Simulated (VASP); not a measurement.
Here is a VASP 6.6.1 calculation.

Contents of INCAR:

```
SYSTEM = WC
PREC = Accurate ; ENCUT = 600
EDIFF = 1E-6 ; ISMEAR = 0
SIGMA = 0.15 ; LREAL = .FALSE.
LASPH = .TRUE. ; NELM = 120
ALGO = Normal ; ISIF = 2
LWAVE = .FALSE. ; LCHARG = .FALSE.
GGA = PS ; NBANDS = 16
GGA_COMPAT = .FALSE.
```

Contents of KPOINTS:

```
regular mesh
0
G
  18 18 18
  0 0 0
```

Contents of POSCAR:

```
WC
1.0
    0.0000000000      2.1926840000      2.1926840000
    2.1926840000      0.0000000000      2.1926840000
    2.1926840000      2.1926840000      0.0000000000
W C
1 1
Direct
    0.0513069827     -0.1539209480     -0.0513069827
    0.5000000000      0.5000000000      0.5000000000
```

Potentials or basis: VASP PAW PBE potentials, release 64 (W_sv, C).

Launch:

```console
$ cat potpaw_PBE.64/W_sv/POTCAR potpaw_PBE.64/C/POTCAR > POTCAR
$ mpirun -np 1 vasp_std > vasp.out
```

Task: Predict the band gap on the k mesh.

Result: Zero (bands 9 and 10 overlap by 3.83 eV).

Task: Estimate the largest force.

Result: 7.571 eV/Å.

Task: Predict the pressure.

Result: 33.7 GPa.

Stress tensor (GPa, compression positive):
```
 99.27   0.00 -19.98
  0.00  -8.39   0.00
-19.98   0.00  10.14
```

Caveat: the cell differs from its parent crystal (atom 1 (W) moved by (-0.450, -0.225) A along x and z); the cell stands under pressure; the PAW data sets were made with another functional, which shifts forces and pressure a little; spin-orbit coupling is left out, which moves the levels of the heavy elements.
